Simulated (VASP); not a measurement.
# WC (I4/mmm) in VASP: single point with r2SCAN

Aim: the single point of WC with r2SCAN.

All numbers are computed with VASP 6.6.1; they aren't measurements. Logs are shortened: lines on timing, memory, paths and dates and some standing lists are left out, and cuts for length are marked.

## (1) The cell of the first run

The structure is tetragonal, space group I4/mmm (No. 139). The conventional cell has a = 3.086 Å, b = 3.086 Å, c = 4.234 Å, α = 90.00°, β = 90.00°, γ = 90.00°. W (site symmetry 4/mmm) has 6 C at 2.12 to 2.18 Å within 2.8 Å. Within 2.8 Å of C (site symmetry 4/mmm) lie 6 W at 2.12 to 2.18 Å.

## (2) Single point, r2SCAN (strain -0.0300 x Voigt [0, 1, 0, 0, 0, 0])

The input, POSCAR:

```
WC
1.0
    0.0000000000      2.1169430132      2.1824154775
    2.1824154775      0.0000000000      2.1824154775
    2.1824154775      2.1169430132      0.0000000000
W C
1 1
Direct
    0.0000000000      0.0000000000      0.0000000000
    0.5000000000      0.5000000000      0.5000000000
```

The input, INCAR.step1:

```
  PREC = Accurate
  ENCUT = 520
  ISMEAR = 0
  SIGMA = 0.15
  LREAL = F
  LASPH = T
  NELM = 80
  NBANDS = 16
  GGA = PE
  ALGO = Normal
  EDIFF = 1E-4
  LWAVE = T
  LCHARG = F
```

The input, INCAR.step2:

```
  PREC = Accurate
  ENCUT = 520
  EDIFF = 1E-7
  ISMEAR = 0
  SIGMA = 0.15
  LREAL = F
  LASPH = T
  NELM = 80
  ALGO = Normal
  ISIF = 2
  LWAVE = F
  LCHARG = F
  METAGGA = R2SCAN
  LMIXTAU = T
  NBANDS = 16
  ISTART = 1
```

The input, KPOINTS:

```
regular mesh
0
Gamma
  24 24 24
```

Potentials or basis: VASP PAW PBE potentials, release 64 (W_sv, C).

On the command line:

```sh
$ cat potpaw_PBE.64/W_sv/POTCAR potpaw_PBE.64/C/POTCAR > POTCAR
$ cp INCAR.step1 INCAR
$ mpirun -np 1 vasp_std > vasp.out
$ cp INCAR.step2 INCAR
$ mpirun -np 1 vasp_std > vasp.out
```

OUTCAR:

```text
PREC = Accurate
   ENCUT = 520
   EDIFF = 1E-7
   ISMEAR = 0
   LREAL = F
   LASPH = T
   NELM = 80
   ISIF = 2
   METAGGA = R2SCAN
   ISTART = 1

 ion  position               nearest neighbor table
   1  0.000  0.000  0.000-   2 2.12   2 2.12   2 2.18   2 2.18   2 2.18   2 2.18
   2  0.500  0.500  0.500-   1 2.12   1 2.12   1 2.18   1 2.18   1 2.18   1 2.18

  LATTYP: Found a body centered tetragonal cell.
 ALAT       =     3.0864015670
 C/A-ratio  =     1.3717871555

  Lattice vectors:

 A1 = (   0.0000000000,  -2.1169430132,   2.1824154775)
 A2 = (   0.0000000000,  -2.1169430132,  -2.1824154775)
 A3 = (   2.1824154775,   2.1169430132,   0.0000000000)

Analysis of symmetry for initial positions (statically):
=====================================================================
 Subroutine PRICEL returns:
 Original cell was already a primitive cell.

 Routine SETGRP: Setting up the symmetry group for a
 body centered tetragonal supercell.

 Subroutine GETGRP returns: Found 16 space group operations
 (whereof 16 operations were pure point group operations)
 out of a pool of 16 trial point group operations.

The static configuration has the point symmetry D_4h.

Analysis of symmetry for dynamics (positions and initial velocities):
=====================================================================
 Subroutine PRICEL returns:
 Original cell was already a primitive cell.

 Routine SETGRP: Setting up the symmetry group for a
 body centered tetragonal supercell.

 Subroutine GETGRP returns: Found 16 space group operations
 (whereof 16 operations were pure point group operations)
 out of a pool of 16 trial point group operations.

The dynamic configuration has the point symmetry D_4h.

 Subroutine INISYM returns: Found 16 space group operations
 (whereof 16 operations are pure point group operations),
 and found     1 'primitive' translations

----------------------------------------------------------------------------------------

                                     Primitive cell

  volume of cell :      20.1657

  direct lattice vectors                    reciprocal lattice vectors
     0.000000000  2.116943013  2.182415478    -0.229103947  0.236189636  0.229103947
     2.182415478  0.000000000  2.182415478     0.229103947 -0.236189636  0.229103947
     2.182415478  2.116943013  0.000000000     0.229103947  0.236189636 -0.229103947

  length of vectors
     3.040458031  3.086401567  3.040458031     0.400952343  0.400952343  0.400952343

  position of ions in fractional coordinates (direct lattice)
     0.000000000  0.000000000  0.000000000
     0.500000000  0.500000000  0.500000000

  ion indices of the primitive-cell ions
   primitive index   ion index
                 1           1
                 2           2

----------------------------------------------------------------------------------------

 KPOINTS: regular mesh

Automatic generation of k-mesh.
 Grid dimensions read from file:
 generate k-points for:   24   24   24

 Generating k-lattice:

  Cartesian coordinates                     Fractional coordinates (reciprocal lattice)
    -0.009545998  0.009841235  0.009545998     0.041666667  0.000000000  0.000000000
     0.009545998 -0.009841235  0.009545998     0.000000000  0.041666667  0.000000000
     0.009545998  0.009841235 -0.009545998     0.000000000  0.000000000  0.041666667

  Length of vectors
     0.016706348  0.016706348  0.016706348

  Shift w.r.t. Gamma in fractional coordinates (k-lattice)
     0.000000000  0.000000000  0.000000000

 Subroutine IBZKPT returns following result:
 ===========================================

 Found   1063 irreducible k-points:

 Following reciprocal coordinates:
            Coordinates               Weight
  0.000000  0.000000  0.000000      1.000000
  0.041667  0.000000  0.000000      8.000000
  0.083333  0.000000 -0.000000      8.000000
  0.125000  0.000000 -0.000000      8.000000
  0.166667  0.000000 -0.000000      8.000000
  0.208333  0.000000 -0.000000      8.000000
[... 16 lines left out ...]
  0.416667  0.041667  0.000000     16.000000
  0.458333  0.041667 -0.000000     16.000000
 [... further k-points ...]
   k-points           NKPTS =   1063   k-points in BZ     NKDIM =   1063   number of bands    NBANDS=     16
   number of dos      NEDOS =    301   number of ions     NIONS =      2
   total plane-waves  NPLWV =  13824
   dimension x,y,z NGX =    24 NGY =   24 NGZ =   24
   dimension x,y,z NGXF=    48 NGYF=   48 NGZF=   48
   ions per type =               1   1
   NGX,Y,Z   is equivalent  to a cutoff of  13.12, 12.93, 13.12 a.u.
   NGXF,Y,Z  is equivalent  to a cutoff of  26.25, 25.85, 26.25 a.u.
 SYSTEM =  unknown system
   PREC   = accura    normal or accurate (medium, high low for compatibility)
   ISTART =      1    job   : 0-new  1-cont  2-samecut
   ICHARG =      0    charge: 1-file 2-atom 10-const
   ISPIN  =      1    spin polarized calculation?
   LNONCOLLINEAR =      F non collinear calculations
   LSORBIT =      F    spin-orbit coupling
   LASPH  =      T    aspherical Exc in radial PAW
   ENCUT  =  520.0 eV  38.22 Ry    6.18 a.u.   5.65  5.74  5.65*2*pi/ulx,y,z
   NELM   =     80;   NELMIN=  2; NELMDL=  0     # of ELM steps
   EDIFF  = 0.1E-06   stopping-criterion for ELM
   LREAL  =      F    real-space projection
   EDIFFG = 0.1E-05   stopping-criterion for IOM
   NSW    =      0    number of steps for IOM
   IBRION =     -1    ionic relax: 0-MD 1-quasi-New 2-CG
   NFREE  =      0    steps in history (QN), initial steepest desc. (CG)
   ISIF   =      2    stress and relaxation
   ISYM   =      2    0-nonsym 1-usesym 2-fastsym
   POTIM  = 0.5000    time-step for ionic-motion
   TEBEG  =    0.0;   TEEND  =   0.0 temperature during run
   PSTRESS=    0.0 pullay stress
   NELECT =      18.0000    total number of electrons
   NUPDOWN=      -1.0000    fix difference up-down
   EMIN   =  10.00;   EMAX   =-10.00  energy-range for DOS
   EFERMI =   0.00;   METHOD = LEGACY
   ISMEAR =     0;   SIGMA  =   0.15  broadening in eV -4-tet -1-fermi 0-gaus
   EFERMI_NEDOS =   21; number of points for ismear=-14 and -15
   IALGO  =     38    algorithm
   IMIX   =      4    mixing-type and parameters
     AMIX     =   0.40;   BMIX     =  1.00
     AMIX_MAG =   1.60;   BMIX_MAG =  1.00
  volume/ion in A,a.u.               =      10.08        68.04
  Fermi-wavevector in a.u.,A,eV,Ry     =   1.576259  2.978698 33.804944  2.484593
  Thomas-Fermi vector in A             =   2.677119
   LORBIT       =      0    0 simple, 1 ext, 2 COOP (PROOUT), +10 PAW based schemes
   METAGGA = R2SCAN    functional components
   LHFCALC =     F    Hartree Fock is set to
   AEXX    =    0.0000 exact exchange contribution
   IVDW    =     0    specifies the selected vdW correction
   LEPSILON=     F    determine dielectric tensor
   LRPA    =     F    only Hartree local field effects (RPA)
 non-spin polarized calculation
 Gauss-broadening in eV      SIGMA  =   0.15
  energy-cutoff  :      520.00
  volume of cell :       20.17
 maximum number of plane-waves:       558
   NGX = 11   NGY = 11   NGZ = 11

 number of electron      17.9999998 magnetization

 Free energy of the ion-electron system (eV)
  ---------------------------------------------------
  ext. energy  EPLUGINS =         0.00000000
  ---------------------------------------------------
  free energy    TOTEN  =       -60.57078761 eV

  energy without entropy =      -60.56126417  energy(sigma->0) =      -60.56602589

 E-fermi :  13.1016     XC(G=0): -15.1413

 val. band max:       13.0970216455   @ k =   0.4583  -0.2917   0.2083
 cond. band min:      13.1018746059   @ k =  -0.2083   0.1250   0.0000
 fundamental gap:      0.0048529605
 Fermi energy:        13.1015761861

 k-point     1 :       0.0000    0.0000    0.0000
  band No.  band energies     occupation
      1     -64.3304      2.00000
      2     -27.6657      2.00000
      3     -27.6574      2.00000
      4     -27.6574      2.00000
      5      -4.0232      2.00000
      6       9.9518      2.00000
[... 8 lines left out ...]
     15      23.6328      0.00000
     16      37.1963      0.00000

 k-point     2 :       0.0417    0.0000    0.0000
  band No.  band energies     occupation
      1     -64.3296      2.00000
      2     -27.6751      2.00000
      3     -27.6623      2.00000
      4     -27.6590      2.00000
      5      -3.9693      2.00000
      6       9.7931      2.00000
[... 8 lines left out ...]
     15      23.7581      0.00000
     16      36.7802      0.00000

 k-point     3 :       0.0833    0.0000   -0.0000
  band No.  band energies     occupation
      1     -64.3270      2.00000
      2     -27.7130      2.00000
      3     -27.6663      2.00000
      4     -27.6639      2.00000
      5      -3.8093      2.00000
      6       9.3073      2.00000
[... 8 lines left out ...]
     15      24.1204      0.00000
     16      35.6403      0.00000

 k-point     4 :       0.1250    0.0000   -0.0000
  band No.  band energies     occupation
      1     -64.3229      2.00000
      2     -27.7741      2.00000
      3     -27.6716      2.00000
      4     -27.6713      2.00000
      5      -3.5486      2.00000
      6       8.6348      2.00000
[... 8 lines left out ...]
     15      24.6748      0.00000
     16      34.2527      0.00000
[... 324 lines left out ...]
 k-point    22 :       0.3750    0.0417   -0.0000
  band No.  band energies     occupation
      1     -64.2874      2.00000
      2     -28.2686      2.00000
      3     -27.7396      2.00000
      4     -27.7198      2.00000
      5      -0.7067      2.00000
      6       4.2809      2.00000
[... 8 lines left out ...]
     15      27.4861      0.00000
     16      27.7406      0.00000

 k-point    23 :       0.4167    0.0417    0.0000
  band No.  band energies     occupation
      1     -64.2829      2.00000
      2     -28.3307      2.00000
      3     -27.7488      2.00000
      4     -27.7245      2.00000
      5      -0.1008      2.00000
      6       3.6039      2.00000
[... 8 lines left out ...]
     15      26.7376      0.00000
     16      27.0550      0.00000

 k-point    24 :       0.4583    0.0417   -0.0000
  band No.  band energies     occupation
      1     -64.2797      2.00000
      2     -28.3731      2.00000
      3     -27.7558      2.00000
      4     -27.7269      2.00000
      5       0.4658      2.00000
      6       2.9968      2.00000
[... 8 lines left out ...]
     15      25.9695      0.00000
     16      26.4254      0.00000

 [... further k-points ...]

------------------------ aborting loop because EDIFF is reached ----------------------------------------

  FORCE on cell =-STRESS in cart. coord.  units (eV):
  Direction    XX          YY          ZZ          XY          YZ          ZX
  --------------------------------------------------------------------------------------
  -------------------------------------------------------------------------------------
  Total        0.9869302      3.7439200      0.9869302      0.0000000      0.0000000      0.0000000
  in kB       78.4120867    297.4562622     78.4120867      0.0000000      0.0000000      0.0000000
  external PRESSURE =     151.4268119 kB  Pullay stress =       0.0000000 kB

 VOLUME and BASIS-vectors are now :
 -----------------------------------------------------------------------------
  energy-cutoff  :      520.00
  volume of cell :       20.17
      direct lattice vectors                 reciprocal lattice vectors
     0.000000000  2.116943013  2.182415478    -0.229103947  0.236189636  0.229103947
     2.182415478  0.000000000  2.182415478     0.229103947 -0.236189636  0.229103947
     2.182415478  2.116943013  0.000000000     0.229103947  0.236189636 -0.229103947

 POSITION                                       TOTAL-FORCE (eV/Angst)
 -----------------------------------------------------------------------------------
      0.00000      0.00000      0.00000        -0.000000      0.000000      0.000000
      2.18242      2.11694      2.18242         0.000000      0.000000     -0.000000
 -----------------------------------------------------------------------------------
    total drift:                                0.000000     -0.000000     -0.000000

  FREE ENERGIE OF THE ION-ELECTRON SYSTEM (eV)
  ---------------------------------------------------
  free  energy   TOTEN  =       -60.5707876087 eV

  energy  without entropy=      -60.5612641733  energy(sigma->0) =      -60.56602589
```

It took 24 min on 1 thread of Oxide Virtual Turin-like, shared host; peak memory 0.4 GiB.

Results:

```yaml
Free_energy: -60.5708 eV
Pressure: 15.1 GPa
Band_gap_on_the_k_mesh: zero (bands 9 and 10 overlap by 3.34 eV)
```

Stress tensor (GPa, compression positive):
```
 7.84  0.00  0.00
 0.00 29.75  0.00
 0.00  0.00  7.84
```

Caveat: the cell differs from its parent crystal (strain -0.0300 x Voigt [0, 1, 0, 0, 0, 0]); the stress differs along the axes, from 8 to 30 GPa; the PAW data sets were made with another functional, which shifts forces and pressure a little; spin-orbit coupling is left out, which moves the levels of the heavy elements.
